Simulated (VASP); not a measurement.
# SnTe (Pm-3m) in VASP: a series of runs

The runs below take SnTe through single point, with PBE, r2SCAN.

Program: VASP 6.6.1. These are calculated values, not measurements. Logs are shortened: lines on timing, memory, paths and dates and some standing lists are left out, and cuts for length are marked.

## Step 1: The cell of the first run

It takes space group Pm-3m (No. 221, cubic). The conventional cell has a = 3.900 Å, b = 3.900 Å, c = 3.900 Å, α = 90.00°, β = 90.00°, γ = 90.00°. Within 4.4 Å of Sn (site symmetry m-3m) lie 8 Te at 3.38 Å and 6 Sn at 3.90 Å. Within 4.4 Å of Te (site symmetry m-3m) lie 8 Sn at 3.38 Å and 6 Te at 3.90 Å.

## Step 2: Single point, PBE

Contents of INCAR:

```
  ALGO = Normal
  EDIFF = 1E-6
  ENCUT = 520
  GGA = PE
  ISIF = 2
  ISMEAR = -1
  LASPH = T
  LCHARG = F
  LREAL = F
  LWAVE = F
  NBANDS = 17
  NELM = 100
  PREC = Accurate
  SIGMA = 0.02
```

Contents of KPOINTS:

```
k-points
0
Gamma
  6 6 6
```

Contents of POSCAR:

```
SnTe
1.0
    3.9002524308      0.0000000000      0.0000000000
    0.0000000000      3.9002524308      0.0000000000
    0.0000000000      0.0000000000      3.9002524308
Sn Te
1 1
Direct
    0.0000000000      0.0000000000      0.0000000000
    0.5000000000      0.5000000000      0.5000000000
```

Potentials or basis: VASP PAW PBE potentials, release 64 (Sn_d, Te).

The run is started by

```bash
cat potpaw_PBE.64/Sn_d/POTCAR potpaw_PBE.64/Te/POTCAR > POTCAR
mpirun -np 1 vasp_std > vasp.out
```

OUTCAR:

```text
EDIFF = 1E-6
   ENCUT = 520
   GGA = PE
   ISIF = 2
   ISMEAR = -1
   LASPH = T
   LREAL = F
   NELM = 100
   PREC = Accurate

 ion  position               nearest neighbor table
   1  0.000  0.000  0.000-   2 3.38   2 3.38   2 3.38   2 3.38   2 3.38   2 3.38   2 3.38   2 3.38

   2  0.500  0.500  0.500-   1 3.38   1 3.38   1 3.38   1 3.38   1 3.38   1 3.38   1 3.38   1 3.38

  LATTYP: Found a simple cubic cell.
 ALAT       =     3.9002524308

  Lattice vectors:

 A1 = (   3.9002524308,   0.0000000000,   0.0000000000)
 A2 = (   0.0000000000,   3.9002524308,   0.0000000000)
 A3 = (   0.0000000000,   0.0000000000,   3.9002524308)

Analysis of symmetry for initial positions (statically):
=====================================================================
 Subroutine PRICEL returns:
 Original cell was already a primitive cell.

 Routine SETGRP: Setting up the symmetry group for a
 simple cubic supercell.

 Subroutine GETGRP returns: Found 48 space group operations
 (whereof 48 operations were pure point group operations)
 out of a pool of 48 trial point group operations.

The static configuration has the point symmetry O_h .

Analysis of symmetry for dynamics (positions and initial velocities):
=====================================================================
 Subroutine PRICEL returns:
 Original cell was already a primitive cell.

 Routine SETGRP: Setting up the symmetry group for a
 simple cubic supercell.

 Subroutine GETGRP returns: Found 48 space group operations
 (whereof 48 operations were pure point group operations)
 out of a pool of 48 trial point group operations.

The dynamic configuration has the point symmetry O_h .

 Subroutine INISYM returns: Found 48 space group operations
 (whereof 48 operations are pure point group operations),
 and found     1 'primitive' translations

----------------------------------------------------------------------------------------

                                     Primitive cell

  volume of cell :      59.3305

  direct lattice vectors                    reciprocal lattice vectors
     3.900252431  0.000000000  0.000000000     0.256393661  0.000000000  0.000000000
     0.000000000  3.900252431  0.000000000     0.000000000  0.256393661  0.000000000
     0.000000000  0.000000000  3.900252431     0.000000000  0.000000000  0.256393661

  length of vectors
     3.900252431  3.900252431  3.900252431     0.256393661  0.256393661  0.256393661

  position of ions in fractional coordinates (direct lattice)
     0.000000000  0.000000000  0.000000000
     0.500000000  0.500000000  0.500000000

  ion indices of the primitive-cell ions
   primitive index   ion index
                 1           1
                 2           2

----------------------------------------------------------------------------------------

 KPOINTS: k-points

Automatic generation of k-mesh.
 Grid dimensions read from file:
 generate k-points for:    6    6    6

 Generating k-lattice:

  Cartesian coordinates                     Fractional coordinates (reciprocal lattice)
     0.042732277  0.000000000  0.000000000     0.166666667  0.000000000  0.000000000
     0.000000000  0.042732277  0.000000000     0.000000000  0.166666667  0.000000000
     0.000000000  0.000000000  0.042732277     0.000000000  0.000000000  0.166666667

  Length of vectors
     0.042732277  0.042732277  0.042732277

  Shift w.r.t. Gamma in fractional coordinates (k-lattice)
     0.000000000  0.000000000  0.000000000

 Subroutine IBZKPT returns following result:
 ===========================================

 Found     20 irreducible k-points:

 Following reciprocal coordinates:
            Coordinates               Weight
  0.000000  0.000000  0.000000      1.000000
  0.166667  0.000000  0.000000      6.000000
  0.333333  0.000000  0.000000      6.000000
  0.500000  0.000000  0.000000      3.000000
  0.166667  0.166667  0.000000     12.000000
  0.333333  0.166667  0.000000     24.000000
[... 12 lines left out ...]
  0.500000  0.500000  0.333333      6.000000
  0.500000  0.500000  0.500000      1.000000
   k-points           NKPTS =     20   k-points in BZ     NKDIM =     20   number of bands    NBANDS=     17
   number of dos      NEDOS =    301   number of ions     NIONS =      2
   total plane-waves  NPLWV =  27000
   dimension x,y,z NGX =    30 NGY =   30 NGZ =   30
   dimension x,y,z NGXF=    60 NGYF=   60 NGZF=   60
   ions per type =               1   1
   NGX,Y,Z   is equivalent  to a cutoff of  12.79, 12.79, 12.79 a.u.
   NGXF,Y,Z  is equivalent  to a cutoff of  25.57, 25.57, 25.57 a.u.
 SYSTEM =  unknown system
   PREC   = accura    normal or accurate (medium, high low for compatibility)
   ISTART =      0    job   : 0-new  1-cont  2-samecut
   ICHARG =      2    charge: 1-file 2-atom 10-const
   ISPIN  =      1    spin polarized calculation?
   LNONCOLLINEAR =      F non collinear calculations
   LSORBIT =      F    spin-orbit coupling
   LASPH  =      T    aspherical Exc in radial PAW
   ENCUT  =  520.0 eV  38.22 Ry    6.18 a.u.   7.25  7.25  7.25*2*pi/ulx,y,z
   NELM   =    100;   NELMIN=  2; NELMDL= -5     # of ELM steps
   EDIFF  = 0.1E-05   stopping-criterion for ELM
   LREAL  =      F    real-space projection
   EDIFFG = 0.1E-04   stopping-criterion for IOM
   NSW    =      0    number of steps for IOM
   IBRION =     -1    ionic relax: 0-MD 1-quasi-New 2-CG
   NFREE  =      0    steps in history (QN), initial steepest desc. (CG)
   ISIF   =      2    stress and relaxation
   ISYM   =      2    0-nonsym 1-usesym 2-fastsym
   POTIM  = 0.5000    time-step for ionic-motion
   TEBEG  =    0.0;   TEEND  =   0.0 temperature during run
   PSTRESS=    0.0 pullay stress
   NELECT =      20.0000    total number of electrons
   NUPDOWN=      -1.0000    fix difference up-down
   EMIN   =  10.00;   EMAX   =-10.00  energy-range for DOS
   EFERMI =   0.00;   METHOD = LEGACY
   ISMEAR =    -1;   SIGMA  =   0.02  broadening in eV -4-tet -1-fermi 0-gaus
   EFERMI_NEDOS =   21; number of points for ismear=-14 and -15
   IALGO  =     38    algorithm
   IMIX   =      4    mixing-type and parameters
     AMIX     =   0.40;   BMIX     =  1.00
     AMIX_MAG =   1.60;   BMIX_MAG =  1.00
  volume/ion in A,a.u.               =      29.67       200.19
  Fermi-wavevector in a.u.,A,eV,Ry     =   1.139354  2.153067 17.662105  1.298128
  Thomas-Fermi vector in A             =   2.276058
   LORBIT       =      0    0 simple, 1 ext, 2 COOP (PROOUT), +10 PAW based schemes
   GGA     = PE    functional components
[... 5 lines left out ...]
 non-spin polarized calculation
  energy-cutoff  :      520.00
  volume of cell :       59.33
 maximum number of plane-waves:      1628
 NGX is ok and might be reduce to    30
   NGX = 15   NGY = 15   NGZ = 15

 number of electron      19.9999983 magnetization

 Free energy of the ion-electron system (eV)
  ---------------------------------------------------
  ext. energy  EPLUGINS =         0.00000000
  ---------------------------------------------------
  free energy    TOTEN  =        -7.08579840 eV

  energy without entropy =       -7.08395445  energy(sigma->0) =       -7.08487642

 E-fermi :   7.0837     XC(G=0):  -9.8872

 val. band max:        6.9708163036   @ k =   0.5000   0.1667   0.0000
 cond. band min:       7.0961163112   @ k =   0.5000   0.5000   0.3333
 fundamental gap:      0.1253000076
 Fermi energy:         7.0836779241

 k-point     1 :       0.0000    0.0000    0.0000
  band No.  band energies     occupation
      1     -14.5446      2.00000
      2     -14.5446      2.00000
      3     -14.5062      2.00000
      4     -14.5062      2.00000
      5     -14.5062      2.00000
      6      -5.2341      2.00000
[... 9 lines left out ...]
     16      17.9777      0.00000
     17      17.9777      0.00000

 k-point     2 :       0.1667    0.0000    0.0000
  band No.  band energies     occupation
      1     -14.5443      2.00000
      2     -14.5365      2.00000
      3     -14.5089      2.00000
      4     -14.5089      2.00000
      5     -14.5060      2.00000
      6      -5.0191      2.00000
[... 9 lines left out ...]
     16      16.8370      0.00000
     17      17.4992      0.00000

 k-point     3 :       0.3333    0.0000    0.0000
  band No.  band energies     occupation
      1     -14.5437      2.00000
      2     -14.5201      2.00000
      3     -14.5143      2.00000
      4     -14.5143      2.00000
      5     -14.5057      2.00000
      6      -4.4575      2.00000
[... 9 lines left out ...]
     16      15.5874      0.00000
     17      18.0031      0.00000

 k-point     4 :       0.5000    0.0000    0.0000
  band No.  band energies     occupation
      1     -14.5434      2.00000
      2     -14.5170      2.00000
      3     -14.5170      2.00000
      4     -14.5119      2.00000
      5     -14.5055      2.00000
      6      -4.0376      2.00000
[... 9 lines left out ...]
     16      19.0136      0.00000
     17      19.3342      0.00000

 k-point     5 :       0.1667    0.1667    0.0000
  band No.  band energies     occupation
      1     -14.5401      2.00000
      2     -14.5321      2.00000
      3     -14.5119      2.00000
      4     -14.5089      2.00000
      5     -14.5084      2.00000
      6      -4.8090      2.00000
[... 9 lines left out ...]
     16      15.8598      0.00000
     17      16.1886      0.00000

 k-point     6 :       0.3333    0.1667    0.0000
  band No.  band energies     occupation
      1     -14.5381      2.00000
      2     -14.5179      2.00000
      3     -14.5170      2.00000
      4     -14.5139      2.00000
      5     -14.5081      2.00000
      6      -4.2665      2.00000
[... 9 lines left out ...]
     16      15.8758      0.00000
     17      16.0314      0.00000

 k-point     7 :       0.5000    0.1667    0.0000
  band No.  band energies     occupation
      1     -14.5376      2.00000
      2     -14.5209      2.00000
      3     -14.5165      2.00000
      4     -14.5089      2.00000
      5     -14.5078      2.00000
      6      -3.8718      2.00000
[... 9 lines left out ...]
     16      16.7291      0.00000
     17      17.3418      0.00000

 k-point     8 :       0.3333    0.3333    0.0000
  band No.  band energies     occupation
      1     -14.5313      2.00000
      2     -14.5251      2.00000
      3     -14.5133      2.00000
      4     -14.5128      2.00000
      5     -14.5066      2.00000
      6      -3.7951      2.00000
[... 9 lines left out ...]
     16      15.1204      0.00000
     17      16.6030      0.00000
[... 123 lines left out ...]
      1     -14.5278      2.00000
      2     -14.5211      2.00000
      3     -14.5189      2.00000
      4     -14.5157      2.00000
      5     -14.4993      2.00000
      6      -3.3484      2.00000
[... 9 lines left out ...]
     16      16.5001      0.00000
     17      17.7950      0.00000

 k-point    16 :       0.5000    0.5000    0.1667
  band No.  band energies     occupation
      1     -14.5316      2.00000
      2     -14.5184      2.00000
      3     -14.5183      2.00000
      4     -14.5183      2.00000
      5     -14.4934      2.00000
      6      -3.1279      2.00000
[... 9 lines left out ...]
     16      16.3144      0.00000
     17      16.5599      0.00000

 k-point    17 :       0.3333    0.3333    0.3333
  band No.  band energies     occupation
      1     -14.5235      2.00000
      2     -14.5223      2.00000
      3     -14.5223      2.00000
      4     -14.5059      2.00000
      5     -14.5059      2.00000
      6      -3.2682      2.00000
[... 9 lines left out ...]
     16      17.5196      0.00000
     17      19.2557      0.00000

 k-point    18 :       0.5000    0.3333    0.3333
  band No.  band energies     occupation
      1     -14.5264      2.00000
      2     -14.5254      2.00000
      3     -14.5219      2.00000
      4     -14.5057      2.00000
      5     -14.4974      2.00000
      6      -3.0440      2.00000
[... 9 lines left out ...]
     16      18.0366      0.00000
     17      20.1374      0.00000

 k-point    19 :       0.5000    0.5000    0.3333
  band No.  band energies     occupation
      1     -14.5294      2.00000
      2     -14.5250      2.00000
      3     -14.5250      2.00000
      4     -14.5014      2.00000
      5     -14.4930      2.00000
      6      -2.8671      2.00000
[... 9 lines left out ...]
     16      19.2129      0.00000
     17      20.2092      0.00000

 k-point    20 :       0.5000    0.5000    0.5000
  band No.  band energies     occupation
      1     -14.5283      2.00000
      2     -14.5283      2.00000
      3     -14.5283      2.00000
      4     -14.4929      2.00000
      5     -14.4929      2.00000
      6      -2.7187      2.00000
[... 9 lines left out ...]
     16      21.0579      0.00000
     17      22.2433      0.00000

------------------------ aborting loop because EDIFF is reached ----------------------------------------

  FORCE on cell =-STRESS in cart. coord.  units (eV):
  Direction    XX          YY          ZZ          XY          YZ          ZX
  --------------------------------------------------------------------------------------
  -------------------------------------------------------------------------------------
  Total       -0.0128758     -0.0128758     -0.0128758     -0.0000000     -0.0000000      0.0000000
  in kB       -0.3477012     -0.3477012     -0.3477012     -0.0000000     -0.0000000      0.0000000
  external PRESSURE =      -0.3477012 kB  Pullay stress =       0.0000000 kB

 VOLUME and BASIS-vectors are now :
 -----------------------------------------------------------------------------
  energy-cutoff  :      520.00
  volume of cell :       59.33
      direct lattice vectors                 reciprocal lattice vectors
     3.900252431  0.000000000  0.000000000     0.256393661  0.000000000  0.000000000
     0.000000000  3.900252431  0.000000000     0.000000000  0.256393661  0.000000000
     0.000000000  0.000000000  3.900252431     0.000000000  0.000000000  0.256393661

 POSITION                                       TOTAL-FORCE (eV/Angst)
 -----------------------------------------------------------------------------------
      0.00000      0.00000      0.00000         0.000000      0.000000      0.000000
      1.95013      1.95013      1.95013         0.000000      0.000000      0.000000
 -----------------------------------------------------------------------------------
    total drift:                               -0.000000     -0.000000     -0.000000

  FREE ENERGIE OF THE ION-ELECTRON SYSTEM (eV)
  ---------------------------------------------------
  free  energy   TOTEN  =        -7.0857983959 eV

  energy  without entropy=       -7.0839544517  energy(sigma->0) =       -7.08487642
```

Run time: 34 s. Hardware: 1 thread of AMD EPYC 7R13, shared host; peak memory 0.15 GiB.

Results:

| Item | Value |
| --- | --- |
| Free energy | -7.0858 eV |
| Pressure | 0.0 GPa |
| Band gap on the k mesh | zero (band 10 reaches 7.54 eV, above the bottom of band 11 at 5.78 eV) |

Caveat: spin-orbit coupling is left out, which moves the levels of the heavy elements.

## Step 3: Single point, PBE

This run uses another cell than the first one, of 29.47 Å³/atom, 0.994 times its volume.

Contents of INCAR:

```
PREC     = Accurate       # precision mode
ENCUT    = 520            # plane-wave cutoff, eV
EDIFF    = 1E-6           # SCF threshold, eV
ISMEAR   = -1             # smearing method
SIGMA    = 0.02           # smearing width, eV
LREAL    = F              # projectors in reciprocal space
LASPH    = T              # aspherical terms in the spheres
NELM     = 80             # most SCF steps
ALGO     = Normal         # electronic algorithm
ISIF     = 2              # what is computed and relaxed
LWAVE    = F              # write WAVECAR
LCHARG   = T              # write CHGCAR
GGA      = PE             # functional
LELF     = T              # ELF
LVHAR    = T            
NBANDS   = 17             # bands
```

Contents of KPOINTS:

```
regular mesh
0
Gamma
  6 6 6
```

Contents of POSCAR:

```
SnTe
1.0
    3.8918236297      0.0000000000      0.0000000000
    0.0000000000      3.8918236297      0.0000000000
    0.0000000000      0.0000000000      3.8918236297
Sn Te
1 1
Direct
    0.0000000000      0.0000000000      0.0000000000
    0.5000000000      0.5000000000      0.5000000000
```

Potentials or basis: VASP PAW PBE potentials, release 64 (Sn_d, Te).

The run is started by

```bash
cat potpaw_PBE.64/Sn_d/POTCAR potpaw_PBE.64/Te/POTCAR > POTCAR
mpirun -np 1 vasp_std > vasp.out
```

It took 35 s on 1 thread of AMD EPYC 7R13, shared host; peak memory 0.15 GiB.

The run converged. Its results:

```yaml
Free_energy: -7.0855 eV
Pressure: 0.2 GPa
Band_gap_on_the_k_mesh: zero (band 10 reaches 7.63 eV, above the bottom of band 11 at 5.83 eV)
```

Levels at points of the mesh, in eV from the Fermi level:
```csv
k point,band 6,band 7,band 8,band 9,band 10,band 11,band 12,band 13,band 14,band 15
"(0.00, 0.00, 0.00)",-12.36,-5.27,-1.73,-1.73,-1.73,3.58,3.58,5.43,5.43,5.43
"(0.50, 0.00, 0.00)",-11.14,-8.20,-0.23,-0.23,0.05,0.22,2.19,2.19,5.39,6.22
"(0.50, 0.50, 0.00)",-10.34,-6.38,-4.80,-4.80,0.32,3.40,3.83,3.83,5.99,7.30
"(0.50, 0.50, 0.50)",-9.80,-5.23,-2.87,-2.87,-2.87,-1.32,-1.32,-1.32,14.05,14.05
```

Caveat: spin-orbit coupling is left out, which moves the levels of the heavy elements.

(Continued in part 2 of 2.)
